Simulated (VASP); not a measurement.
# HfN (Fm-3m) in VASP: further runs

Runs on HfN. Level: PBEsol. Tasks: single point.

Program: VASP 6.6.1. These are calculated values, not measurements. Logs are shortened: lines on timing, memory, paths and dates and some standing lists are left out, and cuts for length are marked.

## Step 1: The cell of the first run

The structure is cubic, space group Fm-3m (No. 225). Conventional cell: a = 4.548 Å, b = 4.548 Å, c = 4.548 Å, α = 90.00°, β = 90.00°, γ = 90.00°. Within 3.0 Å of Hf (site symmetry m-3m) lie 6 N at 2.27 Å. N (site symmetry m-3m) has 6 Hf at 2.27 Å within 3.0 Å.

## Step 2: Single point, PBEsol (volume scaled by 1.02)

INCAR

```
SYSTEM = HfN
ALGO     = Normal         ! electronic algorithm
EDIFF    = 1E-6           ! SCF threshold, eV
ENCUT    = 600            ! plane-wave cutoff, eV
GGA      = PS             ! functional
GGA_COMPAT= .FALSE.      
ISIF     = 2              ! what is computed and relaxed
ISMEAR   = -1             ! smearing method
LASPH    = .TRUE.         ! aspherical terms in the spheres
LCHARG   = .TRUE.         ! write CHGCAR
LELF     = .TRUE.         ! ELF
LREAL    = .FALSE.        ! projectors in reciprocal space
LVHAR    = .TRUE.       
LWAVE    = .FALSE.        ! write WAVECAR
NBANDS   = 14             ! bands
NELM     = 120            ! most SCF steps
PREC     = Accurate       ! precision mode
SIGMA    = 0.01           ! smearing width, eV
```

KPOINTS

```
k-points
0
G
  10 10 10
  0 0 0
```

POSCAR

```
HfN
1.0
    0.0000000000      2.2739607009      2.2739607009
    2.2739607009      0.0000000000      2.2739607009
    2.2739607009      2.2739607009      0.0000000000
Hf N
1 1
Direct
    0.0000000000      0.0000000000      0.0000000000
    0.5000000000      0.5000000000      0.5000000000
```

Potentials or basis: VASP PAW PBE potentials, release 64 (Hf_pv, N).

On the command line:

```sh
cat potpaw_PBE.64/Hf_pv/POTCAR potpaw_PBE.64/N/POTCAR > POTCAR
mpirun -np 1 vasp_std > vasp.out
```

OUTCAR:

```text
SYSTEM = HfN
   EDIFF = 1E-6
   ENCUT = 600
   GGA = PS
   ISIF = 2
   ISMEAR = -1
   LASPH = .TRUE.
   LREAL = .FALSE.
   NELM = 120
   PREC = Accurate

 ion  position               nearest neighbor table
   1  0.000  0.000  0.000-   2 2.27   2 2.27   2 2.27   2 2.27   2 2.27   2 2.27
   2  0.500  0.500  0.500-   1 2.27   1 2.27   1 2.27   1 2.27   1 2.27   1 2.27

  LATTYP: Found a face centered cubic cell.
 ALAT       =     4.5479214018

  Lattice vectors:

 A1 = (   0.0000000000,   2.2739607009,   2.2739607009)
 A2 = (   2.2739607009,   0.0000000000,   2.2739607009)
 A3 = (   2.2739607009,   2.2739607009,   0.0000000000)

Analysis of symmetry for initial positions (statically):
=====================================================================
 Subroutine PRICEL returns:
 Original cell was already a primitive cell.

 Routine SETGRP: Setting up the symmetry group for a
 face centered cubic supercell.

 Subroutine GETGRP returns: Found 48 space group operations
 (whereof 48 operations were pure point group operations)
 out of a pool of 48 trial point group operations.

The static configuration has the point symmetry O_h .

Analysis of symmetry for dynamics (positions and initial velocities):
=====================================================================
 Subroutine PRICEL returns:
 Original cell was already a primitive cell.

 Routine SETGRP: Setting up the symmetry group for a
 face centered cubic supercell.

 Subroutine GETGRP returns: Found 48 space group operations
 (whereof 48 operations were pure point group operations)
 out of a pool of 48 trial point group operations.

The dynamic configuration has the point symmetry O_h .

 Subroutine INISYM returns: Found 48 space group operations
 (whereof 48 operations are pure point group operations),
 and found     1 'primitive' translations

----------------------------------------------------------------------------------------

                                     Primitive cell

  volume of cell :      23.5168

  direct lattice vectors                    reciprocal lattice vectors
     0.000000000  2.273960701  2.273960701    -0.219880669  0.219880669  0.219880669
     2.273960701  0.000000000  2.273960701     0.219880669 -0.219880669  0.219880669
     2.273960701  2.273960701  0.000000000     0.219880669  0.219880669 -0.219880669

  length of vectors
     3.215866064  3.215866064  3.215866064     0.380844490  0.380844490  0.380844490

  position of ions in fractional coordinates (direct lattice)
     0.000000000  0.000000000  0.000000000
     0.500000000  0.500000000  0.500000000

  ion indices of the primitive-cell ions
   primitive index   ion index
                 1           1
                 2           2

----------------------------------------------------------------------------------------

 KPOINTS: k-points

Automatic generation of k-mesh.
 Grid dimensions read from file:
 generate k-points for:   10   10   10

 Generating k-lattice:

  Cartesian coordinates                     Fractional coordinates (reciprocal lattice)
    -0.021988067  0.021988067  0.021988067     0.100000000  0.000000000  0.000000000
     0.021988067 -0.021988067  0.021988067     0.000000000  0.100000000  0.000000000
     0.021988067  0.021988067 -0.021988067     0.000000000  0.000000000  0.100000000

  Length of vectors
     0.038084449  0.038084449  0.038084449

  Shift w.r.t. Gamma in fractional coordinates (k-lattice)
     0.000000000  0.000000000  0.000000000

 Subroutine IBZKPT returns following result:
 ===========================================

 Found     47 irreducible k-points:

 Following reciprocal coordinates:
            Coordinates               Weight
  0.000000  0.000000  0.000000      1.000000
  0.100000  0.000000  0.000000      8.000000
  0.200000  0.000000  0.000000      8.000000
  0.300000  0.000000  0.000000      8.000000
  0.400000  0.000000  0.000000      8.000000
  0.500000  0.000000  0.000000      4.000000
[... 16 lines left out ...]
  0.300000  0.300000  0.000000      6.000000
  0.400000  0.300000  0.000000     24.000000
 [... further k-points ...]
   k-points           NKPTS =     47   k-points in BZ     NKDIM =     47   number of bands    NBANDS=     14
   number of dos      NEDOS =    301   number of ions     NIONS =      2
   total plane-waves  NPLWV =  21952
   dimension x,y,z NGX =    28 NGY =   28 NGZ =   28
   dimension x,y,z NGXF=    56 NGYF=   56 NGZF=   56
   ions per type =               1   1
   NGX,Y,Z   is equivalent  to a cutoff of  14.47, 14.47, 14.47 a.u.
   NGXF,Y,Z  is equivalent  to a cutoff of  28.95, 28.95, 28.95 a.u.
 SYSTEM =  HfN
   PREC   = accura    normal or accurate (medium, high low for compatibility)
   ISTART =      0    job   : 0-new  1-cont  2-samecut
   ICHARG =      2    charge: 1-file 2-atom 10-const
   ISPIN  =      1    spin polarized calculation?
   LNONCOLLINEAR =      F non collinear calculations
   LSORBIT =      F    spin-orbit coupling
   LASPH  =      T    aspherical Exc in radial PAW
   ENCUT  =  600.0 eV  44.10 Ry    6.64 a.u.   6.42  6.42  6.42*2*pi/ulx,y,z
   NELM   =    120;   NELMIN=  2; NELMDL= -5     # of ELM steps
   EDIFF  = 0.1E-05   stopping-criterion for ELM
   LREAL  =      F    real-space projection
   EDIFFG = 0.1E-04   stopping-criterion for IOM
   NSW    =      0    number of steps for IOM
   IBRION =     -1    ionic relax: 0-MD 1-quasi-New 2-CG
   NFREE  =      0    steps in history (QN), initial steepest desc. (CG)
   ISIF   =      2    stress and relaxation
   ISYM   =      2    0-nonsym 1-usesym 2-fastsym
   POTIM  = 0.5000    time-step for ionic-motion
   TEBEG  =    0.0;   TEEND  =   0.0 temperature during run
   PSTRESS=    0.0 pullay stress
   NELECT =      15.0000    total number of electrons
   NUPDOWN=      -1.0000    fix difference up-down
   EMIN   =  10.00;   EMAX   =-10.00  energy-range for DOS
   EFERMI =   0.00;   METHOD = LEGACY
   ISMEAR =    -1;   SIGMA  =   0.01  broadening in eV -4-tet -1-fermi 0-gaus
   EFERMI_NEDOS =   21; number of points for ismear=-14 and -15
   IALGO  =     38    algorithm
   IMIX   =      4    mixing-type and parameters
     AMIX     =   0.40;   BMIX     =  1.00
     AMIX_MAG =   1.60;   BMIX_MAG =  1.00
  volume/ion in A,a.u.               =      11.76        79.35
  Fermi-wavevector in a.u.,A,eV,Ry     =   1.409221  2.663041 27.019844  1.985903
  Thomas-Fermi vector in A             =   2.531299
   LORBIT       =      0    0 simple, 1 ext, 2 COOP (PROOUT), +10 PAW based schemes
   GGA     = PS    functional components
   LHFCALC =     F    Hartree Fock is set to
   AEXX    =    0.0000 exact exchange contribution
   IVDW    =     0    specifies the selected vdW correction
   LEPSILON=     F    determine dielectric tensor
   LRPA    =     F    only Hartree local field effects (RPA)
 non-spin polarized calculation
  energy-cutoff  :      600.00
  volume of cell :       23.52
 maximum number of plane-waves:       801
 NGX is ok and might be reduce to    28
   NGX = 13   NGY = 13   NGZ = 13

 number of electron      15.0000000 magnetization

 Free energy of the ion-electron system (eV)
  ---------------------------------------------------
  ext. energy  EPLUGINS =         0.00000000
  ---------------------------------------------------
  free energy    TOTEN  =       -22.95945783 eV

  energy without entropy =      -22.95929084  energy(sigma->0) =      -22.95937433

 E-fermi :   8.0522     XC(G=0): -12.7905

 val. band max:        8.0069047207   @ k =  -0.4000   0.3000   0.0000
 cond. band min:       8.0676408051   @ k =  -0.1000   0.1000   0.0000
 fundamental gap:      0.0607360844
 Fermi energy:         8.0521900673

 k-point     1 :       0.0000    0.0000    0.0000
  band No.  band energies     occupation
      1     -23.1092      2.00000
      2     -23.1092      2.00000
      3     -23.1092      2.00000
      4      -9.3024      2.00000
      5       5.0566      2.00000
      6       5.0566      2.00000
      7       5.0566      2.00000
      8       7.6657      2.00000
      9       7.6657      2.00000
     10       7.6657      2.00000
     11       9.6448      0.00000
     12       9.9218      0.00000
     13       9.9218      0.00000
     14      17.5151      0.00000

 k-point     2 :       0.1000    0.0000    0.0000
  band No.  band energies     occupation
      1     -23.2032      2.00000
      2     -23.1172      2.00000
      3     -23.1172      2.00000
      4      -9.0812      2.00000
      5       4.1320      2.00000
      6       4.5207      2.00000
      7       4.5207      2.00000
      8       7.8867      2.00000
      9       7.9862      1.99728
     10       7.9862      1.99728
     11      10.3549      0.00000
     12      10.6462      0.00000
     13      10.6462      0.00000
     14      18.2645      0.00000

 k-point     3 :       0.2000    0.0000    0.0000
  band No.  band energies     occupation
      1     -23.4402      2.00000
      2     -23.1380      2.00000
      3     -23.1380      2.00000
      4      -8.4847      2.00000
      5       2.4704      2.00000
      6       3.5432      2.00000
      7       3.5432      2.00000
      8       8.2568      0.00000
      9       8.7849      0.00000
     10       8.7849      0.00000
     11      11.8062      0.00000
     12      12.2799      0.00000
     13      12.2799      0.00000
     14      20.0388      0.00000
[... 324 lines left out ...]
 k-point    23 :       0.3000    0.3000    0.0000
  band No.  band energies     occupation
      1     -23.6402      2.00000
      2     -23.3006      2.00000
      3     -23.3006      2.00000
      4      -8.0323      2.00000
      5       1.2796      2.00000
      6       4.2057      2.00000
      7       4.2057      2.00000
      8       5.1548      2.00000
      9      11.1793      0.00000
     10      11.5930      0.00000
     11      12.0203      0.00000
     12      12.0203      0.00000
     13      16.8050      0.00000
     14      20.1610      0.00000

 k-point    24 :       0.4000    0.3000    0.0000
  band No.  band energies     occupation
      1     -23.7429      2.00000
      2     -23.3580      2.00000
      3     -23.3308      2.00000
      4      -7.9151      2.00000
      5       1.4773      2.00000
      6       3.4681      2.00000
      7       3.9494      2.00000
      8       5.5867      2.00000
      9      11.9947      0.00000
     10      12.4583      0.00000
     11      12.6585      0.00000
     12      12.6733      0.00000
     13      16.9625      0.00000
     14      19.0244      0.00000

 [... further k-points ...]
[... 5 lines left out ...]
  --------------------------------------------------------------------------------------
  -------------------------------------------------------------------------------------
  Total       -1.5240674     -1.5240674     -1.5240674      0.0000000      0.0000000      0.0000000
  in kB     -103.8331208   -103.8331208   -103.8331208      0.0000000      0.0000000      0.0000000
  external PRESSURE =    -103.8331208 kB  Pullay stress =       0.0000000 kB

 VOLUME and BASIS-vectors are now :
 -----------------------------------------------------------------------------
  energy-cutoff  :      600.00
  volume of cell :       23.52
      direct lattice vectors                 reciprocal lattice vectors
     0.000000000  2.273960701  2.273960701    -0.219880669  0.219880669  0.219880669
     2.273960701  0.000000000  2.273960701     0.219880669 -0.219880669  0.219880669
     2.273960701  2.273960701  0.000000000     0.219880669  0.219880669 -0.219880669

 POSITION                                       TOTAL-FORCE (eV/Angst)
 -----------------------------------------------------------------------------------
      0.00000      0.00000      0.00000         0.000000     -0.000000      0.000000
      2.27396      2.27396      2.27396         0.000000      0.000000     -0.000000
 -----------------------------------------------------------------------------------
    total drift:                                0.000000      0.000000      0.000000

  FREE ENERGIE OF THE ION-ELECTRON SYSTEM (eV)
  ---------------------------------------------------
  free  energy   TOTEN  =       -22.9594578294 eV

  energy  without entropy=      -22.9592908405  energy(sigma->0) =      -22.95937433
```

It took 41 s on 1 thread of Intel Xeon 8259CL, shared host; peak memory 0.17 GiB.

What came out:

| Property | Result |
| --- | --- |
| Free energy | -22.9595 eV |
| Pressure | -10.4 GPa |

Levels at points of the mesh, in eV from the Fermi level:
```
           k point  band 4  band 5  band 6  band 7  band 8  band 9  band 10  band 11  band 12  band 13
(0.00, 0.00, 0.00)  -17.35   -3.00   -3.00   -3.00   -0.39   -0.39    -0.39     1.59     1.87     1.87
(0.50, 0.00, 0.00)  -14.69   -8.82   -6.11   -6.11    3.18    3.59     3.59     4.27     8.61     8.61
(0.50, 0.50, 0.00)  -16.25   -5.42   -3.78   -3.68   -3.68    3.96     5.35     5.37     5.37     7.66
```

Caveat: the PAW data sets were made with another functional, which shifts forces and pressure a little; spin-orbit coupling is left out, which moves the levels of the heavy elements.

## Step 3: Single point, PBEsol (volume scaled by 1.06)

INCAR

```
ALGO = Normal ; EDIFF = 1E-6
ENCUT = 600 ; GGA = PS
GGA_COMPAT = False ; ISIF = 2
ISMEAR = -1 ; LASPH = True
LCHARG = False ; LREAL = False
LWAVE = False ; NBANDS = 14
NELM = 120 ; PREC = Accurate
SIGMA = 0.01
```

KPOINTS

```
k-points
0
Gamma
  10 10 10
```

POSCAR

```
HfN
1.0
    0.0000000000      2.3033053658      2.3033053658
    2.3033053658      0.0000000000      2.3033053658
    2.3033053658      2.3033053658      0.0000000000
Hf N
1 1
Direct
    0.0000000000      0.0000000000      0.0000000000
    0.5000000000      0.5000000000      0.5000000000
```

Potentials or basis: VASP PAW PBE potentials, release 64 (Hf_pv, N).

On the command line:

```sh
cat potpaw_PBE.64/Hf_pv/POTCAR potpaw_PBE.64/N/POTCAR > POTCAR
mpirun -np 1 vasp_std > vasp.out
```

It took 41 s on 1 thread of Intel Xeon 8259CL, shared host; peak memory 0.17 GiB.

The run converged. Its results:

| Quantity | Value |
| --- | --- |
| Free energy | -22.8751 eV |
| Pressure | -19.1 GPa |

Levels at points of the mesh, in eV from the Fermi level:
| k point | band 5 | band 6 | band 7 | band 8 | band 9 | band 10 | band 11 | band 12 |
| --- | --- | --- | --- | --- | --- | --- | --- | --- |
| (0.00, 0.00, 0.00) | -2.95 | -2.95 | -2.95 | -0.37 | -0.37 | -0.37 | 1.24 | 1.78 |
| (0.50, 0.00, 0.00) | -8.60 | -5.92 | -5.92 | 3.01 | 3.40 | 3.40 | 4.08 | 8.16 |
| (0.50, 0.50, 0.00) | -5.41 | -3.65 | -3.65 | -3.61 | 3.76 | 4.92 | 5.08 | 5.08 |

Caveat: the PAW data sets were made with another functional, which shifts forces and pressure a little; spin-orbit coupling is left out, which moves the levels of the heavy elements.
